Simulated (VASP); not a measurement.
# ZnSe (F-43m) in VASP: settings compared

ZnSe is run at these levels: revPBE+D3(BJ), PBEsol; tasks: relaxation of cell and atoms.

Everything below comes from runs of VASP 6.6.1. Logs are shortened: lines on timing, memory, paths and dates and some standing lists are left out, and cuts for length are marked.

### Step 1. The cell of the first run

It takes space group F-43m (No. 216, cubic). Conventional cell: a = 5.668 Å, b = 5.668 Å, c = 5.668 Å, α = 90.00°, β = 90.00°, γ = 90.00°. Zn (site symmetry -43m) has 4 Se at 2.45 Å within 3.2 Å. Within 3.2 Å of Se (site symmetry -43m) lie 4 Zn at 2.45 Å.

### Step 2. Relaxation of cell and atoms, revPBE+D3(BJ)

The input, INCAR:

```
SYSTEM = ZnSe
PREC = Accurate
ENCUT = 500
EDIFF = 1E-7
ISMEAR = -1
SIGMA = 0.01
LREAL = .FALSE.
LASPH = .TRUE.
NELM = 120
ALGO = Normal
ISIF = 3
LWAVE = .FALSE.
LCHARG = .FALSE.
GGA = RE
IVDW = 12
IBRION = 2
NSW = 80
EDIFFG = -0.01
ISYM = -1
GGA_COMPAT = .FALSE.
NELMIN = 4
```

The input, KPOINTS:

```
explicit points
108
Reciprocal
  0.08333333   0.08333333   0.08333333 2
  0.08333333   0.08333333   0.25000000 2
  0.08333333   0.08333333   0.41666667 2
  0.08333333   0.08333333   0.58333333 2
  0.08333333   0.08333333   0.75000000 2
  0.08333333   0.08333333   0.91666667 2
  0.08333333   0.25000000   0.08333333 2
  0.08333333   0.25000000   0.25000000 2
  0.08333333   0.25000000   0.41666667 2
  0.08333333   0.25000000   0.58333333 2
  0.08333333   0.25000000   0.75000000 2
  0.08333333   0.25000000   0.91666667 2
  0.08333333   0.41666667   0.08333333 2
  0.08333333   0.41666667   0.25000000 2
  0.08333333   0.41666667   0.41666667 2
  0.08333333   0.41666667   0.58333333 2
  0.08333333   0.41666667   0.75000000 2
  0.08333333   0.41666667   0.91666667 2
  0.08333333   0.58333333   0.08333333 2
  0.08333333   0.58333333   0.25000000 2
  0.08333333   0.58333333   0.41666667 2
  0.08333333   0.58333333   0.58333333 2
  0.08333333   0.58333333   0.75000000 2
  0.08333333   0.58333333   0.91666667 2
  0.08333333   0.75000000   0.08333333 2
  0.08333333   0.75000000   0.25000000 2
  0.08333333   0.75000000   0.41666667 2
  0.08333333   0.75000000   0.58333333 2
  0.08333333   0.75000000   0.75000000 2
  0.08333333   0.75000000   0.91666667 2
  0.08333333   0.91666667   0.08333333 2
  0.08333333   0.91666667   0.25000000 2
  0.08333333   0.91666667   0.41666667 2
  0.08333333   0.91666667   0.58333333 2
  0.08333333   0.91666667   0.75000000 2
  0.08333333   0.91666667   0.91666667 2
  0.25000000   0.08333333   0.08333333 2
  0.25000000   0.08333333   0.25000000 2
  0.25000000   0.08333333   0.41666667 2
  0.25000000   0.08333333   0.58333333 2
  0.25000000   0.08333333   0.75000000 2
  0.25000000   0.08333333   0.91666667 2
  0.25000000   0.25000000   0.08333333 2
  0.25000000   0.25000000   0.25000000 2
  0.25000000   0.25000000   0.41666667 2
  0.25000000   0.25000000   0.58333333 2
  0.25000000   0.25000000   0.75000000 2
  0.25000000   0.25000000   0.91666667 2
  0.25000000   0.41666667   0.08333333 2
  0.25000000   0.41666667   0.25000000 2
  0.25000000   0.41666667   0.41666667 2
  0.25000000   0.41666667   0.58333333 2
  0.25000000   0.41666667   0.75000000 2
  0.25000000   0.41666667   0.91666667 2
  0.25000000   0.58333333   0.08333333 2
  0.25000000   0.58333333   0.25000000 2
  0.25000000   0.58333333   0.41666667 2
  0.25000000   0.58333333   0.58333333 2
  0.25000000   0.58333333   0.75000000 2
  0.25000000   0.58333333   0.91666667 2
  0.25000000   0.75000000   0.08333333 2
  0.25000000   0.75000000   0.25000000 2
  0.25000000   0.75000000   0.41666667 2
  0.25000000   0.75000000   0.58333333 2
  0.25000000   0.75000000   0.75000000 2
  0.25000000   0.75000000   0.91666667 2
  0.25000000   0.91666667   0.08333333 2
  0.25000000   0.91666667   0.25000000 2
  0.25000000   0.91666667   0.41666667 2
  0.25000000   0.91666667   0.58333333 2
  0.25000000   0.91666667   0.75000000 2
  0.25000000   0.91666667   0.91666667 2
  0.41666667   0.08333333   0.08333333 2
  0.41666667   0.08333333   0.25000000 2
  0.41666667   0.08333333   0.41666667 2
  0.41666667   0.08333333   0.58333333 2
  0.41666667   0.08333333   0.75000000 2
  0.41666667   0.08333333   0.91666667 2
  0.41666667   0.25000000   0.08333333 2
  0.41666667   0.25000000   0.25000000 2
  0.41666667   0.25000000   0.41666667 2
  0.41666667   0.25000000   0.58333333 2
  0.41666667   0.25000000   0.75000000 2
  0.41666667   0.25000000   0.91666667 2
  0.41666667   0.41666667   0.08333333 2
  0.41666667   0.41666667   0.25000000 2
  0.41666667   0.41666667   0.41666667 2
  0.41666667   0.41666667   0.58333333 2
  0.41666667   0.41666667   0.75000000 2
  0.41666667   0.41666667   0.91666667 2
  0.41666667   0.58333333   0.08333333 2
  0.41666667   0.58333333   0.25000000 2
  0.41666667   0.58333333   0.41666667 2
  0.41666667   0.58333333   0.58333333 2
  0.41666667   0.58333333   0.75000000 2
  0.41666667   0.58333333   0.91666667 2
  0.41666667   0.75000000   0.08333333 2
  0.41666667   0.75000000   0.25000000 2
  0.41666667   0.75000000   0.41666667 2
  0.41666667   0.75000000   0.58333333 2
  0.41666667   0.75000000   0.75000000 2
  0.41666667   0.75000000   0.91666667 2
  0.41666667   0.91666667   0.08333333 2
  0.41666667   0.91666667   0.25000000 2
  0.41666667   0.91666667   0.41666667 2
  0.41666667   0.91666667   0.58333333 2
  0.41666667   0.91666667   0.75000000 2
  0.41666667   0.91666667   0.91666667 2
```

The input, POSCAR:

```
ZnSe
1.0
    4.0075980000      0.0000000000      0.0000000000
    2.0037990000      3.4706816762      0.0000000000
    2.0037990000      1.1568938921      3.2721900647
Zn Se
1 1
Direct
    0.0000000000      0.0000000000      0.0000000000
    0.2500000000      0.2500000000      0.2500000000
```

Potentials or basis: VASP PAW PBE potentials, release 64 (Zn, Se).

On the command line:

```sh
> cat potpaw_PBE.64/Zn/POTCAR potpaw_PBE.64/Se/POTCAR > POTCAR
> mpirun -np 1 vasp_std > vasp.out
```

OUTCAR:

```text
SYSTEM = ZnSe
   PREC = Accurate
   ENCUT = 500
   EDIFF = 1E-7
   ISMEAR = -1
   LREAL = .FALSE.
   LASPH = .TRUE.
   NELM = 120
   ISIF = 3
   GGA = RE
   IVDW = 12
   IBRION = 2
   NSW = 80
   EDIFFG = -0.01
   ISYM = -1
   NELMIN = 4
 IVDW          = 12

 ion  position               nearest neighbor table
   1  0.000  0.000  0.000-   2 2.45   2 2.45   2 2.45   2 2.45
   2  0.250  0.250  0.250-   1 2.45   1 2.45   1 2.45   1 2.45

IMPORTANT INFORMATION: All symmetrisations will be switched off!
NOSYMM: (Re-)initialisation of all symmetry stuff for point group C_1.

----------------------------------------------------------------------------------------

                                     Primitive cell

  volume of cell :      45.5132

  direct lattice vectors                    reciprocal lattice vectors
     4.007598000  0.000000000  0.000000000     0.249526025 -0.144063918 -0.101868573
     2.003799000  3.470681676  0.000000000     0.000000000  0.288127836 -0.101868573
     2.003799000  1.156893892  3.272190065     0.000000000  0.000000000  0.305605720

  length of vectors
     4.007598000  4.007598000  4.007598000     0.305605720  0.305605720  0.305605720

  position of ions in fractional coordinates (direct lattice)
     0.000000000  0.000000000  0.000000000
     0.250000000  0.250000000  0.250000000

  ion indices of the primitive-cell ions
   primitive index   ion index
                 1           1
                 2           2

----------------------------------------------------------------------------------------

 KPOINTS: explicit points

Read explicit list of k-points.

 Found    108 k-points:

 Following reciprocal coordinates:
            Coordinates               Weight
  0.083333  0.083333  0.083333      0.009259
  0.083333  0.083333  0.250000      0.009259
  0.083333  0.083333  0.416667      0.009259
  0.083333  0.083333  0.583333      0.009259
  0.083333  0.083333  0.750000      0.009259
  0.083333  0.083333  0.916667      0.009259
[... 16 lines left out ...]
  0.083333  0.583333  0.750000      0.009259
  0.083333  0.583333  0.916667      0.009259
 [... further k-points ...]
   k-points           NKPTS =    108   k-points in BZ     NKDIM =    108   number of bands    NBANDS=     13
   number of dos      NEDOS =    301   number of ions     NIONS =      2
   total plane-waves  NPLWV =  27000
   dimension x,y,z NGX =    30 NGY =   30 NGZ =   30
   dimension x,y,z NGXF=    60 NGYF=   60 NGZF=   60
   ions per type =               1   1
   NGX,Y,Z   is equivalent  to a cutoff of  12.44, 12.44, 12.44 a.u.
   NGXF,Y,Z  is equivalent  to a cutoff of  24.89, 24.89, 24.89 a.u.
 SYSTEM =  ZnSe
   PREC   = accura    normal or accurate (medium, high low for compatibility)
   ISTART =      0    job   : 0-new  1-cont  2-samecut
   ICHARG =      2    charge: 1-file 2-atom 10-const
   ISPIN  =      1    spin polarized calculation?
   LNONCOLLINEAR =      F non collinear calculations
   LSORBIT =      F    spin-orbit coupling
   LASPH  =      T    aspherical Exc in radial PAW
   ENCUT  =  500.0 eV  36.75 Ry    6.06 a.u.   7.31  7.31  7.31*2*pi/ulx,y,z
   NELM   =    120;   NELMIN=  4; NELMDL= -5     # of ELM steps
   EDIFF  = 0.1E-06   stopping-criterion for ELM
   LREAL  =      F    real-space projection
   EDIFFG = -.1E-01   stopping-criterion for IOM
   NSW    =     80    number of steps for IOM
   IBRION =      2    ionic relax: 0-MD 1-quasi-New 2-CG
   NFREE  =      1    steps in history (QN), initial steepest desc. (CG)
   ISIF   =      3    stress and relaxation
   ISYM   =     -1    0-nonsym 1-usesym 2-fastsym
   POTIM  = 0.5000    time-step for ionic-motion
   TEBEG  =    0.0;   TEEND  =   0.0 temperature during run
   PSTRESS=    0.0 pullay stress
   NELECT =      18.0000    total number of electrons
   NUPDOWN=      -1.0000    fix difference up-down
   EMIN   =  10.00;   EMAX   =-10.00  energy-range for DOS
   EFERMI =   0.00;   METHOD = LEGACY
   ISMEAR =    -1;   SIGMA  =   0.01  broadening in eV -4-tet -1-fermi 0-gaus
   EFERMI_NEDOS =   21; number of points for ismear=-14 and -15
   IALGO  =     38    algorithm
   IMIX   =      4    mixing-type and parameters
     AMIX     =   0.40;   BMIX     =  1.00
     AMIX_MAG =   1.60;   BMIX_MAG =  1.00
  volume/ion in A,a.u.               =      22.76       153.57
  Fermi-wavevector in a.u.,A,eV,Ry     =   1.201674  2.270834 19.647077  1.444019
  Thomas-Fermi vector in A             =   2.337476
   LORBIT       =      0    0 simple, 1 ext, 2 COOP (PROOUT), +10 PAW based schemes
   GGA     = RE    functional components
   LHFCALC =     F    Hartree Fock is set to
   AEXX    =    0.0000 exact exchange contribution
   IVDW    =    12    specifies the selected vdW correction
   LEPSILON=     F    determine dielectric tensor
   LRPA    =     F    only Hartree local field effects (RPA)
 conjugate gradient relaxation of ions
 non-spin polarized calculation
  energy-cutoff  :      500.00
  volume of cell :       45.51
 maximum number of plane-waves:      1185
 NGX is ok and might be reduce to    30
   NGX = 15   NGY = 15   NGZ = 15

--------------------------------------- Ionic step        1  -------------------------------------------

 number of electron      18.0000012 magnetization

 Free energy of the ion-electron system (eV)
  ---------------------------------------------------
  ext. energy  EPLUGINS =         0.00000000
  ---------------------------------------------------
  free energy    TOTEN  =        -5.43834407 eV

  energy without entropy =       -5.43834407  energy(sigma->0) =       -5.43834407

------------------------ aborting loop because EDIFF is reached ----------------------------------------

 Edisp (eV)   -1.25320

 E8    (eV) :    -0.8623
[... 71 lines left out ...]
--------------------------------------- Ionic step        3  -------------------------------------------

 number of electron      17.9999998 magnetization

 Free energy of the ion-electron system (eV)
  ---------------------------------------------------
  ext. energy  EPLUGINS =         0.00000000
  ---------------------------------------------------
  free energy    TOTEN  =        -5.41557335 eV

  energy without entropy =       -5.41557335  energy(sigma->0) =       -5.41557335

 E-fermi :   2.0354     XC(G=0):  -9.2537

 val. band max:        1.7758567060   @ k =   0.0833   0.0833   0.0833
 cond. band min:       3.9113625606   @ k =   0.0833   0.0833   0.0833
 fundamental gap:      2.1355058546
 Fermi energy:         2.0353735838

 k-point     1 :       0.0833    0.0833    0.0833
  band No.  band energies     occupation
      1     -11.4497      2.00000
      2      -4.7292      2.00000
      3      -4.7225      2.00000
      4      -4.7225      2.00000
      5      -4.3427      2.00000
      6      -4.3427      2.00000
      7       1.1257      2.00000
      8       1.7759      2.00000
      9       1.7759      2.00000
     10       3.9114      0.00000
     11       7.6393      0.00000
     12       7.8055      0.00000
     13       7.8055      0.00000
[... 354 lines left out ...]
  band No.  band energies     occupation
      1     -10.6730      2.00000
      2      -4.6366      2.00000
      3      -4.6152      2.00000
      4      -4.4041      2.00000
      5      -4.3267      2.00000
      6      -4.2647      2.00000
      7      -2.9366      2.00000
      8       0.0755      2.00000
      9       0.7592      2.00000
     10       5.5407      0.00000
     11       7.7311      0.00000
     12       8.9301      0.00000
     13      10.0571      0.00000

 [... further k-points ...]

------------------------ aborting loop because EDIFF is reached ----------------------------------------

 Edisp (eV)   -1.27877

 E8    (eV) :    -0.8803
[... 25 lines left out ...]
  FREE ENERGIE OF THE ION-ELECTRON SYSTEM (eV)
  ---------------------------------------------------
  free  energy   TOTEN  =        -6.6943393955 eV

  energy  without entropy=       -6.6943393955  energy(sigma->0) =       -6.69433940

 reached required accuracy - stopping structural energy minimisation
```

Wall time 2.5 min (1 thread of Intel Xeon Platinum 8488C (Sapphire Rapids), shared host); peak memory 0.23 GiB.

Results:

| Quantity | Value |
| --- | --- |
| Free energy | -6.6943 eV |
| Relaxed volume | 22.36 Å³/atom |
| Relaxed cell | a = 3.983 Å, b = 3.983 Å, c = 3.983 Å, α = 60.03°, β = 60.03°, γ = 60.03° |
| Space group after relaxing (to 0.1 Å) | F-43m (No. 216) |
| Energy gained by relaxing | 1.4 meV/atom |
| Ionic steps | 3 |
| Pressure after relaxing | 0.0 GPa |
| Band gap on the k mesh | 2.14 eV |
| Dispersion energy per atom | -0.639 eV |

The path:
```csv
step,energy change (eV),largest force (eV/Å),pressure (GPa),volume (Å³)
1,0.0000,0.0023,-1.10,45.51
2,-0.0026,0.0050,0.34,44.49
3,-0.0028,0.0032,0.01,44.72
```

Final structure:
```
Zn Se
1.0
     3.98335   -0.00088   -0.00062
     1.99092    3.45012   -0.00062
     1.99092    1.14946    3.25301
Zn Se
1 1
Direct
  0.00001 0.00001 0.00001
  0.24999 0.24999 0.24999
```

Caveat: the PAW data sets were made with another functional, which shifts forces and pressure a little; a shifted mesh leaves out Γ, where band edges can lie.

### Step 3. Relaxation of cell and atoms, PBEsol

The input, INCAR:

```
PREC = Accurate
ENCUT = 500
EDIFF = 1E-7
ISMEAR = -1
SIGMA = 0.01
LREAL = False
LASPH = True
NELM = 120
ALGO = Normal
ISIF = 3
LWAVE = False
LCHARG = False
GGA = PS
IBRION = 2
NSW = 80
EDIFFG = -0.01
ISYM = -1
GGA_COMPAT = False
NELMIN = 4
```

KPOINTS is that of step 2.

POSCAR is that of step 2.

Potentials or basis: VASP PAW PBE potentials, release 64 (Zn, Se).

On the command line:

```sh
> cat potpaw_PBE.64/Zn/POTCAR potpaw_PBE.64/Se/POTCAR > POTCAR
> mpirun -np 1 vasp_std > vasp.out
```

Run time: 2.4 min. Hardware: 1 thread of Intel Xeon Platinum 8488C (Sapphire Rapids), shared host; peak memory 0.22 GiB.

Results (log left out):

```
Free energy                           : -6.7742 eV
Relaxed volume                        : 22.44 Å³/atom
Relaxed cell                          : a = 3.988 Å, b = 3.988 Å, c = 3.988 Å, α = 60.03°, β = 60.03°, γ = 60.03°
Space group after relaxing (to 0.1 Å) : F-43m (No. 216)
Energy gained by relaxing             : 0.9 meV/atom
Ionic steps                           : 3
Pressure after relaxing               : 0.0 GPa
Band gap on the k mesh                : 1.93 eV
```

Step by step:
| step | energy change (eV) | largest force (eV/Å) | pressure (GPa) | volume (Å³) |
| --- | --- | --- | --- | --- |
| 1 | 0.0000 | 0.0020 | -0.89 | 45.51 |
| 2 | -0.0016 | 0.0050 | 0.28 | 44.69 |
| 3 | -0.0018 | 0.0032 | 0.00 | 44.88 |

Final structure:
```
CELL_PARAMETERS angstrom
3.98799 -0.00102 -0.00072
1.99311 3.45422 -0.00072
1.99311 1.15072 3.25691
ATOMIC_POSITIONS crystal
Zn 0.00001 0.00001 0.00001
Se 0.24999 0.24999 0.24999
```

Levels at points of the mesh, in eV from the valence-band top:
```tsv
k point	band 7	band 8	band 9	band 10	band 11	band 12
(0.08, 0.08, 0.08)	-0.70	0.00	0.00	1.93	5.74	5.92
```

Caveat: the PAW data sets were made with another functional, which shifts forces and pressure a little; a shifted mesh leaves out Γ, where band edges can lie. A k mesh can miss the band edges.
